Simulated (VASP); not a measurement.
# Rh (Fm-3m) in VASP: a series of runs

The runs below take Rh through single point, with PBE.

Program: VASP 6.6.1. These are calculated values, not measurements. Logs are shortened: lines on timing, memory, paths and dates and some standing lists are left out, and cuts for length are marked.

## Step 1: The cell of the first run

The structure is cubic, space group Fm-3m (No. 225). The conventional cell has a = 3.860 Å, b = 3.860 Å, c = 3.860 Å, α = 90.00°, β = 90.00°, γ = 90.00°. Rh (site symmetry m-3m) has 12 Rh at 2.73 Å within 3.6 Å.

## Step 2: Single point, PBE

Input file INCAR:

```
  PREC = Accurate
  ENCUT = 520
  EDIFF = 1E-7
  ISMEAR = 0
  SIGMA = 0.05
  LREAL = False
  LASPH = True
  NELM = 100
  ALGO = Normal
  ISIF = 2
  LWAVE = False
  LCHARG = True
  GGA = PE
  LELF = True
  LVHAR = True
  NBANDS = 14
```

Input file KPOINTS:

```
Automatic mesh
0
Gamma
  8 8 8
```

Input file POSCAR:

```
Rh
1.0
    0.0000000000      1.9298298555      1.9298298555
    1.9298298555      0.0000000000      1.9298298555
    1.9298298555      1.9298298555      0.0000000000
Rh
1
Direct
    0.0000000000      0.0000000000      0.0000000000
```

Potentials or basis: VASP PAW PBE potentials, release 64 (Rh_pv).

Command:

```
$ cat potpaw_PBE.64/Rh_pv/POTCAR > POTCAR
$ mpirun -np 1 vasp_std > vasp.out
```

OUTCAR:

```text
PREC = Accurate
   ENCUT = 520
   EDIFF = 1E-7
   ISMEAR = 0
   LREAL = False
   LASPH = True
   NELM = 100
   ISIF = 2
   GGA = PE

 ion  position               nearest neighbor table
   1  0.000  0.000  0.000-

  LATTYP: Found a face centered cubic cell.
 ALAT       =     3.8596597110

  Lattice vectors:

 A1 = (   0.0000000000,   1.9298298555,   1.9298298555)
 A2 = (   1.9298298555,   0.0000000000,   1.9298298555)
 A3 = (   1.9298298555,   1.9298298555,   0.0000000000)

Analysis of symmetry for initial positions (statically):
=====================================================================
 Subroutine PRICEL returns:
 Original cell was already a primitive cell.

 Routine SETGRP: Setting up the symmetry group for a
 face centered cubic supercell.

 Subroutine GETGRP returns: Found 48 space group operations
 (whereof 48 operations were pure point group operations)
 out of a pool of 48 trial point group operations.

The static configuration has the point symmetry O_h .

Analysis of symmetry for dynamics (positions and initial velocities):
=====================================================================
 Subroutine PRICEL returns:
 Original cell was already a primitive cell.

 Routine SETGRP: Setting up the symmetry group for a
 face centered cubic supercell.

 Subroutine GETGRP returns: Found 48 space group operations
 (whereof 48 operations were pure point group operations)
 out of a pool of 48 trial point group operations.

The dynamic configuration has the point symmetry O_h .

 Subroutine INISYM returns: Found 48 space group operations
 (whereof 48 operations are pure point group operations),
 and found     1 'primitive' translations

----------------------------------------------------------------------------------------

                                     Primitive cell

  volume of cell :      14.3743

  direct lattice vectors                    reciprocal lattice vectors
     0.000000000  1.929829855  1.929829855    -0.259090198  0.259090198  0.259090198
     1.929829855  0.000000000  1.929829855     0.259090198 -0.259090198  0.259090198
     1.929829855  1.929829855  0.000000000     0.259090198  0.259090198 -0.259090198

  length of vectors
     2.729191555  2.729191555  2.729191555     0.448757387  0.448757387  0.448757387

  position of ions in fractional coordinates (direct lattice)
     0.000000000  0.000000000  0.000000000

  ion indices of the primitive-cell ions
   primitive index   ion index
                 1           1

----------------------------------------------------------------------------------------

 KPOINTS: Automatic mesh

Automatic generation of k-mesh.
 Grid dimensions read from file:
 generate k-points for:    8    8    8

 Generating k-lattice:

  Cartesian coordinates                     Fractional coordinates (reciprocal lattice)
    -0.032386275  0.032386275  0.032386275     0.125000000  0.000000000  0.000000000
     0.032386275 -0.032386275  0.032386275     0.000000000  0.125000000  0.000000000
     0.032386275  0.032386275 -0.032386275     0.000000000  0.000000000  0.125000000

  Length of vectors
     0.056094673  0.056094673  0.056094673

  Shift w.r.t. Gamma in fractional coordinates (k-lattice)
     0.000000000  0.000000000  0.000000000

 Subroutine IBZKPT returns following result:
 ===========================================

 Found     29 irreducible k-points:

 Following reciprocal coordinates:
            Coordinates               Weight
  0.000000  0.000000  0.000000      1.000000
  0.125000  0.000000  0.000000      8.000000
  0.250000  0.000000  0.000000      8.000000
  0.375000  0.000000  0.000000      8.000000
  0.500000  0.000000  0.000000      4.000000
  0.125000  0.125000  0.000000      6.000000
[... 16 lines left out ...]
  0.500000  0.250000  0.125000     48.000000
 -0.375000  0.250000  0.125000     24.000000
 [... further k-points ...]
   k-points           NKPTS =     29   k-points in BZ     NKDIM =     29   number of bands    NBANDS=     14
   number of dos      NEDOS =    301   number of ions     NIONS =      1
   total plane-waves  NPLWV =   8000
   dimension x,y,z NGX =    20 NGY =   20 NGZ =   20
   dimension x,y,z NGXF=    40 NGYF=   40 NGZF=   40
   ions per type =               1
   NGX,Y,Z   is equivalent  to a cutoff of  12.18, 12.18, 12.18 a.u.
   NGXF,Y,Z  is equivalent  to a cutoff of  24.37, 24.37, 24.37 a.u.
 SYSTEM =  unknown system
   PREC   = accura    normal or accurate (medium, high low for compatibility)
   ISTART =      0    job   : 0-new  1-cont  2-samecut
   ICHARG =      2    charge: 1-file 2-atom 10-const
   ISPIN  =      1    spin polarized calculation?
   LNONCOLLINEAR =      F non collinear calculations
   LSORBIT =      F    spin-orbit coupling
   LASPH  =      T    aspherical Exc in radial PAW
   ENCUT  =  520.0 eV  38.22 Ry    6.18 a.u.   5.07  5.07  5.07*2*pi/ulx,y,z
   NELM   =    100;   NELMIN=  2; NELMDL= -5     # of ELM steps
   EDIFF  = 0.1E-06   stopping-criterion for ELM
   LREAL  =      F    real-space projection
   EDIFFG = 0.1E-05   stopping-criterion for IOM
   NSW    =      0    number of steps for IOM
   IBRION =     -1    ionic relax: 0-MD 1-quasi-New 2-CG
   NFREE  =      0    steps in history (QN), initial steepest desc. (CG)
   ISIF   =      2    stress and relaxation
   ISYM   =      2    0-nonsym 1-usesym 2-fastsym
   POTIM  = 0.5000    time-step for ionic-motion
   TEBEG  =    0.0;   TEEND  =   0.0 temperature during run
   PSTRESS=    0.0 pullay stress
   NELECT =      15.0000    total number of electrons
   NUPDOWN=      -1.0000    fix difference up-down
   EMIN   =  10.00;   EMAX   =-10.00  energy-range for DOS
   EFERMI =   0.00;   METHOD = LEGACY
   ISMEAR =     0;   SIGMA  =   0.05  broadening in eV -4-tet -1-fermi 0-gaus
   EFERMI_NEDOS =   21; number of points for ismear=-14 and -15
   IALGO  =     38    algorithm
   IMIX   =      4    mixing-type and parameters
     AMIX     =   0.40;   BMIX     =  1.00
     AMIX_MAG =   1.60;   BMIX_MAG =  1.00
  volume/ion in A,a.u.               =      14.37        97.00
  Fermi-wavevector in a.u.,A,eV,Ry     =   1.660515  3.137919 37.515497  2.757311
  Thomas-Fermi vector in A             =   2.747738
   LORBIT       =      0    0 simple, 1 ext, 2 COOP (PROOUT), +10 PAW based schemes
   GGA     = PE    functional components
   LHFCALC =     F    Hartree Fock is set to
   AEXX    =    0.0000 exact exchange contribution
   IVDW    =     0    specifies the selected vdW correction
   LEPSILON=     F    determine dielectric tensor
   LRPA    =     F    only Hartree local field effects (RPA)
 non-spin polarized calculation
 Gauss-broadening in eV      SIGMA  =   0.05
  energy-cutoff  :      520.00
  volume of cell :       14.37
 maximum number of plane-waves:       399
   NGX = 11   NGY = 11   NGZ = 11

 number of electron      14.9999996 magnetization

 Free energy of the ion-electron system (eV)
  ---------------------------------------------------
  ext. energy  EPLUGINS =         0.00000000
  ---------------------------------------------------
  free energy    TOTEN  =        -7.22475906 eV

  energy without entropy =       -7.22293820  energy(sigma->0) =       -7.22384863

 E-fermi :  11.1290     XC(G=0): -13.7417

 val. band max:       11.1113043693   @ k =  -0.3750   0.2500   0.0000
 cond. band min:      11.1949739287   @ k =   0.3750   0.0000   0.0000
 fundamental gap:      0.0836695594
 Fermi energy:        11.1290475279

 k-point     1 :       0.0000    0.0000    0.0000
  band No.  band energies     occupation
      1     -35.1665      2.00000
      2     -35.1665      2.00000
      3     -35.1665      2.00000
      4       3.4723      2.00000
      5       8.2485      2.00000
      6       8.2485      2.00000
      7       8.2485      2.00000
      8      10.2025      2.00000
      9      10.2025      2.00000
     10      27.1119      0.00000
     11      31.8291      0.00000
     12      32.3365      0.00000
     13      32.3365      0.00000
     14      32.3365      0.00000

 k-point     2 :       0.1250    0.0000    0.0000
  band No.  band energies     occupation
      1     -35.2610      2.00000
      2     -35.1794      2.00000
      3     -35.1794      2.00000
      4       4.0517      2.00000
      5       8.0311      2.00000
      6       8.4502      2.00000
      7       8.4502      2.00000
      8      10.1124      2.00000
      9      10.1124      2.00000
     10      27.8421      0.00000
     11      29.7941      0.00000
     12      31.8306      0.00000
     13      33.1564      0.00000
     14      33.1564      0.00000

 k-point     3 :       0.2500    0.0000    0.0000
  band No.  band energies     occupation
      1     -35.4853      2.00000
      2     -35.2105      2.00000
      3     -35.2105      2.00000
      4       5.2286      2.00000
      5       8.1149      2.00000
      6       8.5905      2.00000
      7       8.5905      2.00000
      8      10.3577      2.00000
      9      10.3577      2.00000
     10      25.8800      0.00000
     11      28.5235      0.00000
     12      31.8300      0.00000
     13      34.9718      0.00000
     14      34.9718      0.00000

 k-point     4 :       0.3750    0.0000    0.0000
  band No.  band energies     occupation
      1     -35.7046      2.00000
      2     -35.2415      2.00000
      3     -35.2415      2.00000
      4       5.4616      2.00000
      5       8.3311      2.00000
      6       8.3311      2.00000
      7      10.0959      2.00000
      8      11.1950      0.06223
      9      11.1950      0.06222
     10      21.7743      0.00000
     11      27.2569      0.00000
     12      31.8300      0.00000
     13      33.2526      0.00000
     14      33.2526      0.00000

 k-point     5 :       0.5000    0.0000    0.0000
  band No.  band energies     occupation
      1     -35.7941      2.00000
      2     -35.2542      2.00000
      3     -35.2542      2.00000
      4       5.3579      2.00000
      5       8.1843      2.00000
      6       8.1843      2.00000
      7      11.6518      0.00000
      8      11.6518      0.00000
      9      11.8931      0.00000
     10      19.3125      0.00000
     11      26.6086      0.00000
[... 276 lines left out ...]
 k-point    22 :       0.3750    0.2500    0.1250
  band No.  band energies     occupation
      1     -35.5397      2.00000
      2     -35.3270      2.00000
      3     -35.2501      2.00000
      4       6.3007      2.00000
      5       7.0138      2.00000
      6       8.2651      2.00000
      7       9.7625      2.00000
      8       9.9543      2.00000
      9      11.8757      0.00000
     10      26.3310      0.00000
     11      27.5248      0.00000
     12      30.3868      0.00000
     13      31.8316      0.00000
     14      32.5807      0.00000

 k-point    23 :       0.5000    0.2500    0.1250
  band No.  band energies     occupation
      1     -35.6582      2.00000
      2     -35.3967      2.00000
      3     -35.2871      2.00000
      4       6.4878      2.00000
      5       7.4864      2.00000
      6       7.9613      2.00000
      7       9.5280      2.00000
      8      11.0068      1.99945
      9      14.0974      0.00000
     10      22.3416      0.00000
     11      26.5718      0.00000
     12      28.4821      0.00000
     13      31.8307      0.00000
     14      33.0597      0.00000

 k-point    24 :      -0.3750    0.2500    0.1250
  band No.  band energies     occupation
      1     -35.7091      2.00000
      2     -35.4185      2.00000
      3     -35.3070      2.00000
      4       6.4234      2.00000
      5       7.2637      2.00000
      6       8.6324      2.00000
      7       9.2609      2.00000
      8      11.4733      0.00000
      9      16.3412      0.00000
     10      19.1713      0.00000
     11      26.8609      0.00000
     12      27.4562      0.00000
     13      31.8315      0.00000
     14      31.9267      0.00000

 [... further k-points ...]
[... 5 lines left out ...]
  --------------------------------------------------------------------------------------
  -------------------------------------------------------------------------------------
  Total       -0.4395871     -0.4395871     -0.4395871      0.0000000      0.0000000      0.0000000
  in kB      -48.9968863    -48.9968863    -48.9968863      0.0000000      0.0000000      0.0000000
  external PRESSURE =     -48.9968863 kB  Pullay stress =       0.0000000 kB

 VOLUME and BASIS-vectors are now :
 -----------------------------------------------------------------------------
  energy-cutoff  :      520.00
  volume of cell :       14.37
      direct lattice vectors                 reciprocal lattice vectors
     0.000000000  1.929829855  1.929829855    -0.259090198  0.259090198  0.259090198
     1.929829855  0.000000000  1.929829855     0.259090198 -0.259090198  0.259090198
     1.929829855  1.929829855  0.000000000     0.259090198  0.259090198 -0.259090198

 POSITION                                       TOTAL-FORCE (eV/Angst)
 -----------------------------------------------------------------------------------
      0.00000      0.00000      0.00000         0.000000      0.000000      0.000000
 -----------------------------------------------------------------------------------
    total drift:                                0.000000     -0.000000      0.000000

  FREE ENERGIE OF THE ION-ELECTRON SYSTEM (eV)
  ---------------------------------------------------
  free  energy   TOTEN  =        -7.2247590612 eV

  energy  without entropy=       -7.2229381977  energy(sigma->0) =       -7.22384863
```

Run time: 5.4 s. Hardware: 1 thread of Intel Xeon 6975P-C (Granite Rapids), shared host; peak memory 0.13 GiB.

What came out:

| Property | Result |
| --- | --- |
| Free energy | -7.2248 eV |
| Pressure | -4.9 GPa |

## Step 3: Single point, PBE

This run uses another cell than the first one, of 14.09 Å³/atom, 0.980 times its volume.

Input file INCAR:

```
SYSTEM = Rh
ALGO = Fast
EDIFF = 1E-7
ENCUT = 520
GGA = PE
ISIF = 2
ISMEAR = 0
LASPH = .True.
LCHARG = .False.
LREAL = .False.
LWAVE = .False.
NBANDS = 14
NELM = 100
PREC = Accurate
SIGMA = 0.05
```

Input file KPOINTS:

```
k-points
0
Gamma
  8 8 8
  0 0 0
```

Input file POSCAR:

```
Rh
1.0
    0.0000000000      1.9168306005      1.9168306005
    1.9168306005      0.0000000000      1.9168306005
    1.9168306005      1.9168306005      0.0000000000
Rh
1
Direct
    0.0000000000      0.0000000000      0.0000000000
```

Potentials or basis: VASP PAW PBE potentials, release 64 (Rh_pv).

Command:

```
$ cat potpaw_PBE.64/Rh_pv/POTCAR > POTCAR
$ mpirun -np 1 vasp_std > vasp.out
```

OUTCAR:

```text
SYSTEM = Rh
   EDIFF = 1E-7
   ENCUT = 520
   GGA = PE
   ISIF = 2
   ISMEAR = 0
   LASPH = .True.
   LREAL = .False.
   NELM = 100
   PREC = Accurate

 ion  position               nearest neighbor table
   1  0.000  0.000  0.000-

  LATTYP: Found a face centered cubic cell.
 ALAT       =     3.8336612010

  Lattice vectors:

 A1 = (   0.0000000000,   1.9168306005,   1.9168306005)
 A2 = (   1.9168306005,   0.0000000000,   1.9168306005)
 A3 = (   1.9168306005,   1.9168306005,   0.0000000000)
[... 578 lines left out ...]
      5       7.4954      2.00000
      6       8.9146      2.00000
      7       9.5577      2.00000
      8      11.8466      0.00000
      9      16.7890      0.00000
     10      19.7051      0.00000
     11      27.3689      0.00000
     12      28.0399      0.00000
     13      32.1332      0.00000
     14      32.4558      0.00000

 [... further k-points ...]
[... 5 lines left out ...]
  --------------------------------------------------------------------------------------
  -------------------------------------------------------------------------------------
  Total        0.0049723      0.0049723      0.0049723      0.0000000      0.0000000      0.0000000
  in kB        0.5655731      0.5655731      0.5655731      0.0000000      0.0000000      0.0000000
  external PRESSURE =       0.5655731 kB  Pullay stress =       0.0000000 kB

 VOLUME and BASIS-vectors are now :
 -----------------------------------------------------------------------------
  energy-cutoff  :      520.00
  volume of cell :       14.09
      direct lattice vectors                 reciprocal lattice vectors
     0.000000000  1.916830600  1.916830600    -0.260847255  0.260847255  0.260847255
     1.916830600  0.000000000  1.916830600     0.260847255 -0.260847255  0.260847255
     1.916830600  1.916830600  0.000000000     0.260847255  0.260847255 -0.260847255

 POSITION                                       TOTAL-FORCE (eV/Angst)
 -----------------------------------------------------------------------------------
      0.00000      0.00000      0.00000         0.000000      0.000000      0.000000
 -----------------------------------------------------------------------------------
    total drift:                                0.000000      0.000000      0.000000

  FREE ENERGIE OF THE ION-ELECTRON SYSTEM (eV)
  ---------------------------------------------------
  free  energy   TOTEN  =        -7.2290955461 eV

  energy  without entropy=       -7.2273657233  energy(sigma->0) =       -7.22823063
```

stdout:

```text
POSCAR found type information on POSCAR Rh
 POSCAR found :  1 types and       1 ions
 scaLAPACK will be used
 LDA part: xc-table for (Slater+PW92), standard interpolation
 POSCAR, INCAR and KPOINTS ok, starting setup
 FFT: planning ... GRIDC
 FFT: planning ... GRID_SOFT
 FFT: planning ... GRID
 WAVECAR not read
 entering main loop
WARNING in EDDRMM: call to ZHEGV failed, returncode =   6  3     13
```

It took 6.7 s on 1 thread of Intel Xeon 6975P-C (Granite Rapids), shared host; peak memory 0.12 GiB.

What came out:

* Free energy: -7.2291 eV
* Pressure: 0.1 GPa
